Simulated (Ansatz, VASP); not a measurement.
**Hg3Pt: VASP beside Ansatz**

Contents of INCAR:

```
SYSTEM = Hg3Pt
ALGO = Normal
EDIFF = 1E-7
ENCUT = 520
GGA = PE
ISIF = 2
ISMEAR = -1
LASPH = .TRUE.
LCHARG = .TRUE.
LELF = .TRUE.
LREAL = .FALSE.
LVHAR = .TRUE.
LWAVE = .FALSE.
NBANDS = 31
NELM = 60
PREC = Accurate
SIGMA = 0.05
```

Contents of KPOINTS:

```
k-points
0
G
  6 6 6
  0 0 0
```

Contents of POSCAR:

```
Hg3Pt
1.0
    4.3442210000      0.0000000000      0.0000000000
    0.0000000000      4.3442210000      0.0000000000
    0.0000000000      0.0000000000      4.3442210000
Hg Pt
3 1
Direct
    0.5000000000      0.5000000000      0.0000000000
    0.5000000000      0.0000000000      0.5000000000
    0.0000000000      0.5000000000      0.5000000000
    0.0000000000      0.0000000000      0.0000000000
```

Contents of input.yaml:

```yaml
crystal:
  lattice:
    - [4.344221, 0.0, 0.0]
    - [0.0, 4.344221, 0.0]
    - [0.0, 0.0, 4.344221]
  atoms:
    - { symbol: Hg, position: [0.5, 0.5, 0.0] }
    - { symbol: Hg, position: [0.5, 0.0, 0.5] }
    - { symbol: Hg, position: [0.0, 0.5, 0.5] }
    - { symbol: Pt, position: [0.0, 0.0, 0.0] }
hamiltonian:
  xc: pbe
  pseudopotentials: { kind: paw }
kpoints:
  mp_grid: { grid: [6, 6, 6] }
scf:
  occupations: { method: fermi_dirac, width: 0.05 }
output:
  forces: true
  stress: true
  eigenvalues: true
  write_density: true
  write_potential: true
  elf: true
  volumetric_format: npy
```

Alike in both runs: task single point; functional PBE; k mesh 6 × 6 × 6; occupations fermi-dirac, width 0.05 eV; no spin polarisation.

|  | VASP | Ansatz |
| --- | --- | --- |
| version | VASP 6.6.1 | Ansatz 0.2.0 |
| potentials or method | VASP PAW PBE potentials, release 64 (Hg, Pt) | Ansatz PAW |
| plane-wave cutoff (eV) | 520 | 420 |
| valence electrons in the cell | 46 | 78 |

```csv
,VASP,Ansatz,Ansatz less VASP
gap on the k mesh at the Fermi level (eV),none,none,-
pressure (GPa),-0.8,-1.3,-0.56
```

A gap of «none» marks a metal or a gap that the smearing closes. The functional is the same, so the differences come from potentials, cutoffs and numerics. VASP's potentials hold 46 valence electrons a cell and Ansatz's 78, so a difference there can come from the potentials and not from the codes.

Spin-orbit coupling is off throughout.
